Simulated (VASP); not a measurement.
# Ge2Sb2Te (C2/m) in VASP: single point with PBE

Aim: the single point of Ge2Sb2Te with PBE.

All numbers are computed with VASP 6.6.1; they aren't measurements. Logs are shortened: lines on timing, memory, paths and dates and some standing lists are left out, and cuts for length are marked.

**1. The cell of the first run**

It takes space group C2/m (No. 12, monoclinic). The conventional cell has a = 17.351 Å, b = 4.465 Å, c = 3.349 Å, α = 90.00°, β = 90.27°, γ = 90.00°. Within 3.9 Å of Ge (site symmetry m) lie 5 Sb at 2.98 to 3.21 Å and 2 Te at 3.15 Å and 2 Ge at 3.35 Å. Within 3.9 Å of Sb (site symmetry m) lie 5 Ge at 2.98 to 3.21 Å and 6 Sb at 3.31 to 3.57 Å and 1 Te at 3.48 Å. Te (site symmetry 2/m) has 4 Ge at 3.15 Å and 2 Te at 3.35 Å and 4 Sb at 3.48 to 4.09 Å within 4.1 Å.

**2. Single point, PBE**

Contents of INCAR:

```
SYSTEM = Ge2Sb2Te
ALGO     = Normal         ! electronic algorithm
EDIFF    = 1E-6           ! SCF threshold, eV
ENCUT    = 500            ! plane-wave cutoff, eV
GGA      = PE             ! functional
GGA_COMPAT= .False.      
ISIF     = 2              ! what is computed and relaxed
ISMEAR   = 0              ! smearing method
LASPH    = .True.         ! aspherical terms in the spheres
LCHARG   = .False.        ! write CHGCAR
LREAL    = .False.        ! projectors in reciprocal space
LWAVE    = .False.        ! write WAVECAR
NBANDS   = 30             ! bands
NELM     = 120            ! most SCF steps
PREC     = Accurate       ! precision mode
SIGMA    = 0.2            ! smearing width, eV
```

Contents of KPOINTS:

```
k-points
0
Gamma
  3 3 4
  0 0 0
```

Contents of POSCAR:

```
Ge2Sb2Te
1.0
    9.1950575795     -2.2323858863     -1.4856904529
    9.1950575795      2.2323858863     -1.4856904529
   -0.7055478933      0.0000000000      3.2733257263
Ge Sb Te
2 2 1
Direct
    0.3765309327      0.3765309327      0.5740766521
    0.6234690673      0.6234690673      0.4259233479
    0.8075424892      0.8075424892     -0.0945934444
    0.1924575108      0.1924575108      1.0945934444
    0.0000000000      0.0000000000      0.0000000000
```

Potentials or basis: VASP PAW PBE potentials, release 64 (Ge_d, Sb, Te).

Run with:

```sh
$ cat potpaw_PBE.64/Ge_d/POTCAR potpaw_PBE.64/Sb/POTCAR potpaw_PBE.64/Te/POTCAR > POTCAR
$ mpirun -np 1 vasp_std > vasp.out
```

OUTCAR:

```text
SYSTEM = Ge2Sb2Te
   EDIFF = 1E-6
   ENCUT = 500
   GGA = PE
   ISIF = 2
   ISMEAR = 0
   LASPH = .True.
   LREAL = .False.
   NELM = 120
   PREC = Accurate

 ion  position               nearest neighbor table
   1  0.377  0.377  0.574-   3 2.98   3 2.98   3 3.09   3 3.09   5 3.15   5 3.15   4 3.21
   2  0.623  0.623  0.426-   4 2.98   4 2.98   4 3.09   4 3.09   5 3.15   5 3.15   3 3.21
   3  0.808  0.808  0.905-   1 2.98   1 2.98   1 3.09   1 3.09   2 3.21   4 3.31   4 3.31   5 3.48
                             4 3.57   4 3.57
   4  0.192  0.192  0.095-   2 2.98   2 2.98   2 3.09   2 3.09   1 3.21   3 3.31   3 3.31   5 3.48
                             3 3.57   3 3.57
   5  0.000  0.000  0.000-   2 3.15   2 3.15   1 3.15   1 3.15   3 3.48   4 3.48

  Warning from LATTYP: Got some problem with cell dimensions!
  Tried to take original basis but could not verify dimensions!
  LATTYP: Found a base centered monoclinic cell.
 ALAT       =    17.3513589765
 B/A-ratio  =     0.2573153941
 C/A-ratio  =     0.1929820617
 COS(beta)  =    -0.0047587147

  Lattice vectors:

 A1 = (   8.4895096862,  -2.2323858863,   1.7876352734)
 A2 = (   8.4895096862,   2.2323858863,   1.7876352734)
 A3 = (  -0.7055478933,   0.0000000000,   3.2733257263)

Analysis of symmetry for initial positions (statically):
=====================================================================
 Subroutine PRICEL returns:
 Original cell was already a primitive cell.

 Routine SETGRP: Setting up the symmetry group for a
 base centered monoclinic supercell.

 Subroutine GETGRP returns: Found  4 space group operations
 (whereof  4 operations were pure point group operations)
 out of a pool of  4 trial point group operations.

The static configuration has the point symmetry C_2h.

Analysis of symmetry for dynamics (positions and initial velocities):
=====================================================================
 Subroutine PRICEL returns:
 Original cell was already a primitive cell.

 Routine SETGRP: Setting up the symmetry group for a
 base centered monoclinic supercell.

 Subroutine GETGRP returns: Found  4 space group operations
 (whereof  4 operations were pure point group operations)
 out of a pool of  4 trial point group operations.

The dynamic configuration has the point symmetry C_2h.

 Subroutine INISYM returns: Found  4 space group operations
 (whereof  4 operations are pure point group operations),
 and found     1 'primitive' translations

----------------------------------------------------------------------------------------

                                     Primitive cell

  volume of cell :     129.7025

  direct lattice vectors                    reciprocal lattice vectors
     9.195057580 -2.232385886 -1.485690453     0.056339140 -0.223975614  0.012143601
     9.195057580  2.232385886 -1.485690453     0.056339140  0.223975614  0.012143601
    -0.705547893  0.000000000  3.273325726     0.051142189  0.000000000  0.316523118

  length of vectors
     9.578095153  9.578095153  3.348501029     0.231271791  0.231271791  0.320628145

  position of ions in fractional coordinates (direct lattice)
     0.376530933  0.376530933  0.574076652
     0.623469067  0.623469067  0.425923348
     0.807542489  0.807542489  0.905406556
     0.192457511  0.192457511  0.094593444
     0.000000000  0.000000000  0.000000000

  ion indices of the primitive-cell ions
   primitive index   ion index
                 1           1
                 2           2
                 3           3
                 4           4
                 5           5

----------------------------------------------------------------------------------------

 KPOINTS: k-points

Automatic generation of k-mesh.
 Grid dimensions read from file:
 generate k-points for:    3    3    4

 Generating k-lattice:

  Cartesian coordinates                     Fractional coordinates (reciprocal lattice)
     0.018779713 -0.074658538  0.004047867     0.333333333 -0.000000000  0.000000000
     0.018779713  0.074658538  0.004047867    -0.000000000  0.333333333  0.000000000
     0.012785547  0.000000000  0.079130779    -0.000000000 -0.000000000  0.250000000

  Length of vectors
     0.077090597  0.077090597  0.080157036

  Shift w.r.t. Gamma in fractional coordinates (k-lattice)
     0.000000000  0.000000000  0.000000000

 Subroutine IBZKPT returns following result:
 ===========================================

 Found     14 irreducible k-points:

 Following reciprocal coordinates:
            Coordinates               Weight
  0.000000  0.000000  0.000000      1.000000
  0.333333  0.000000  0.000000      4.000000
  0.333333  0.333333  0.000000      2.000000
 -0.333333  0.333333  0.000000      2.000000
  0.000000  0.000000  0.250000      2.000000
  0.333333 -0.000000  0.250000      4.000000
 -0.333333  0.000000  0.250000      4.000000
  0.333333  0.333333  0.250000      2.000000
 -0.333333  0.333333  0.250000      4.000000
 -0.333333 -0.333333  0.250000      2.000000
  0.000000  0.000000  0.500000      1.000000
  0.333333  0.000000  0.500000      4.000000
  0.333333  0.333333  0.500000      2.000000
 -0.333333  0.333333  0.500000      2.000000
   k-points           NKPTS =     14   k-points in BZ     NKDIM =     14   number of bands    NBANDS=     30
   number of dos      NEDOS =    301   number of ions     NIONS =      5
   total plane-waves  NPLWV = 117600
   dimension x,y,z NGX =    70 NGY =   70 NGZ =   24
   dimension x,y,z NGXF=   140 NGYF=  140 NGZF=   48
   ions per type =               2   2   1
   NGX,Y,Z   is equivalent  to a cutoff of  12.15, 12.15, 11.92 a.u.
   NGXF,Y,Z  is equivalent  to a cutoff of  24.30, 24.30, 23.83 a.u.
 SYSTEM =  Ge2Sb2Te
   PREC   = accura    normal or accurate (medium, high low for compatibility)
   ISTART =      0    job   : 0-new  1-cont  2-samecut
   ICHARG =      2    charge: 1-file 2-atom 10-const
   ISPIN  =      1    spin polarized calculation?
   LNONCOLLINEAR =      F non collinear calculations
   LSORBIT =      F    spin-orbit coupling
   LASPH  =      T    aspherical Exc in radial PAW
   ENCUT  =  500.0 eV  36.75 Ry    6.06 a.u.  17.46 17.46  6.11*2*pi/ulx,y,z
   NELM   =    120;   NELMIN=  2; NELMDL= -5     # of ELM steps
   EDIFF  = 0.1E-05   stopping-criterion for ELM
   LREAL  =      F    real-space projection
   EDIFFG = 0.1E-04   stopping-criterion for IOM
   NSW    =      0    number of steps for IOM
   IBRION =     -1    ionic relax: 0-MD 1-quasi-New 2-CG
   NFREE  =      0    steps in history (QN), initial steepest desc. (CG)
   ISIF   =      2    stress and relaxation
   ISYM   =      2    0-nonsym 1-usesym 2-fastsym
   POTIM  = 0.5000    time-step for ionic-motion
   TEBEG  =    0.0;   TEEND  =   0.0 temperature during run
   PSTRESS=    0.0 pullay stress
   NELECT =      44.0000    total number of electrons
   NUPDOWN=      -1.0000    fix difference up-down
   EMIN   =  10.00;   EMAX   =-10.00  energy-range for DOS
   EFERMI =   0.00;   METHOD = LEGACY
   ISMEAR =     0;   SIGMA  =   0.20  broadening in eV -4-tet -1-fermi 0-gaus
   EFERMI_NEDOS =   21; number of points for ismear=-14 and -15
   IALGO  =     38    algorithm
   IMIX   =      4    mixing-type and parameters
     AMIX     =   0.40;   BMIX     =  1.00
     AMIX_MAG =   1.60;   BMIX_MAG =  1.00
  volume/ion in A,a.u.               =      25.94       175.06
  Fermi-wavevector in a.u.,A,eV,Ry     =   1.141764  2.157621 17.736891  1.303625
  Thomas-Fermi vector in A             =   2.278463
   LORBIT       =      0    0 simple, 1 ext, 2 COOP (PROOUT), +10 PAW based schemes
   GGA     = PE    functional components
   LHFCALC =     F    Hartree Fock is set to
   AEXX    =    0.0000 exact exchange contribution
   IVDW    =     0    specifies the selected vdW correction
   LEPSILON=     F    determine dielectric tensor
   LRPA    =     F    only Hartree local field effects (RPA)
 non-spin polarized calculation
 Gauss-broadening in eV      SIGMA  =   0.20
  energy-cutoff  :      500.00
  volume of cell :      129.70
 maximum number of plane-waves:      3311
 NGX is ok and might be reduce to    70
   NGX = 35   NGY = 35   NGZ = 13

 number of electron      43.9999980 magnetization

 Free energy of the ion-electron system (eV)
  ---------------------------------------------------
  ext. energy  EPLUGINS =         0.00000000
  ---------------------------------------------------
  free energy    TOTEN  =       -19.40009352 eV

  energy without entropy =      -19.34244729  energy(sigma->0) =      -19.37127040

 E-fermi :   6.6601     XC(G=0): -10.0998

 val. band max:        6.6375130850   @ k =  -0.3333   0.3333   0.2500
 cond. band min:       6.7377353161   @ k =   0.0000   0.0000   0.0000
 fundamental gap:      0.1002222311
 Fermi energy:         6.6600941741

 k-point     1 :       0.0000    0.0000    0.0000
  band No.  band energies     occupation
      1     -17.9659      2.00000
      2     -17.9655      2.00000
      3     -17.9578      2.00000
      4     -17.9575      2.00000
      5     -17.9565      2.00000
      6     -17.9563      2.00000
[... 22 lines left out ...]
     29      12.1397      0.00000
     30      12.8473      0.00000

 k-point     2 :       0.3333    0.0000    0.0000
  band No.  band energies     occupation
      1     -17.9658      2.00000
      2     -17.9654      2.00000
      3     -17.9574      2.00000
      4     -17.9570      2.00000
      5     -17.9568      2.00000
      6     -17.9566      2.00000
[... 22 lines left out ...]
     29      11.7978      0.00000
     30      12.4205      0.00000

 k-point     3 :       0.3333    0.3333    0.0000
  band No.  band energies     occupation
      1     -17.9659      2.00000
      2     -17.9656      2.00000
      3     -17.9578      2.00000
      4     -17.9575      2.00000
      5     -17.9567      2.00000
      6     -17.9561      2.00000
[... 352 lines left out ...]
     29       9.2437      0.00000
     30       9.8663      0.00000

 k-point    14 :      -0.3333    0.3333    0.5000
  band No.  band energies     occupation
      1     -17.9630      2.00000
      2     -17.9628      2.00000
      3     -17.9597      2.00000
      4     -17.9592      2.00000
      5     -17.9494      2.00000
      6     -17.9493      2.00000
[... 22 lines left out ...]
     29      10.9873      0.00000
     30      11.4822      0.00000

------------------------ aborting loop because EDIFF is reached ----------------------------------------

  FORCE on cell =-STRESS in cart. coord.  units (eV):
  Direction    XX          YY          ZZ          XY          YZ          ZX
  --------------------------------------------------------------------------------------
  -------------------------------------------------------------------------------------
  Total        0.2531328     -0.3706860     -0.0068448      0.0000000      0.0000000     -0.3634609
  in kB        3.1268769     -4.5789778     -0.0845515      0.0000000      0.0000000     -4.4897275
  external PRESSURE =      -0.5122175 kB  Pullay stress =       0.0000000 kB

 VOLUME and BASIS-vectors are now :
 -----------------------------------------------------------------------------
  energy-cutoff  :      500.00
  volume of cell :      129.70
      direct lattice vectors                 reciprocal lattice vectors
     9.195057580 -2.232385886 -1.485690453     0.056339140 -0.223975614  0.012143601
     9.195057580  2.232385886 -1.485690453     0.056339140  0.223975614  0.012143601
    -0.705547893  0.000000000  3.273325726     0.051142189  0.000000000  0.316523118

 POSITION                                       TOTAL-FORCE (eV/Angst)
 -----------------------------------------------------------------------------------
      6.51941      0.00000      0.76032        -0.042691     -0.000000      0.034104
     11.16516      0.00000     -0.45838         0.042691     -0.000000     -0.034104
     14.21199      0.00000      0.56417        -0.036920     -0.000000      0.049683
      3.47258      0.00000     -0.26223         0.036920     -0.000000     -0.049683
      0.00000      0.00000      0.00000         0.000000      0.000000      0.000000
 -----------------------------------------------------------------------------------
    total drift:                                0.000000     -0.000000      0.000000

  FREE ENERGIE OF THE ION-ELECTRON SYSTEM (eV)
  ---------------------------------------------------
  free  energy   TOTEN  =       -19.4000935165 eV

  energy  without entropy=      -19.3424472915  energy(sigma->0) =      -19.37127040
```

Wall time 63 s (1 thread of Intel Xeon 6975P-C, shared host); peak memory 0.36 GiB.

Results:

| Property | Result |
| --- | --- |
| Free energy | -19.4001 eV |
| Pressure | -0.1 GPa |
| Largest force | 0.062 eV/Å |
| Band gap on the k mesh | zero (band 22 reaches 8.61 eV, above the bottom of band 23 at 5.96 eV) |

Forces on the atoms (eV/Å):
```
Ge  -0.043  0.000  0.034
Ge   0.043  0.000 -0.034
Sb  -0.037  0.000  0.050
Sb   0.037  0.000 -0.050
Te   0.000  0.000  0.000
```

Caveat: the k points lie up to 0.50 Å⁻¹ apart; spin-orbit coupling is left out, which moves the levels of the heavy elements.
